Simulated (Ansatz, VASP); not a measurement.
# Two plane-wave programs on TiAl3

```
Ti Al
1.0
     3.98065    0.00000    0.00000
     0.00000    3.98065    0.00000
     0.00000    0.00000    3.97189
Ti Al
1 3
Direct
  0.50000 0.50000 0.54273
  0.00000 0.50000 0.04270
  0.50000 0.00000 0.04270
  0.00000 0.00000 0.54266
```

Alike in both runs: functional PBE; k mesh 5 × 5 × 6; occupations gaussian, width 0.2 eV; no spin polarisation.

Ansatz relaxed the structure, and its values are those at the end. VASP's run is a single point on that final structure, the one shown.

|  | VASP | Ansatz |
| --- | --- | --- |
| version | VASP 6.6.1 | Ansatz 0.2.0 |
| potentials or method | VASP PAW PBE potentials, release 64 (Ti_sv, Al), cutoff 520 eV | scalar-relativistic, plane waves, PAW |
| valence electrons in the cell | 21 | 21 |

```tsv
	VASP	Ansatz	Ansatz less VASP
gap on the k mesh at the Fermi level (eV)	none	none	-
pressure (GPa)	0.2	0.2	+0.02
```

A gap of «none» marks a metal or a gap that the smearing closes. With one functional, cell and mesh, what is left measures potentials, basis and numerics.
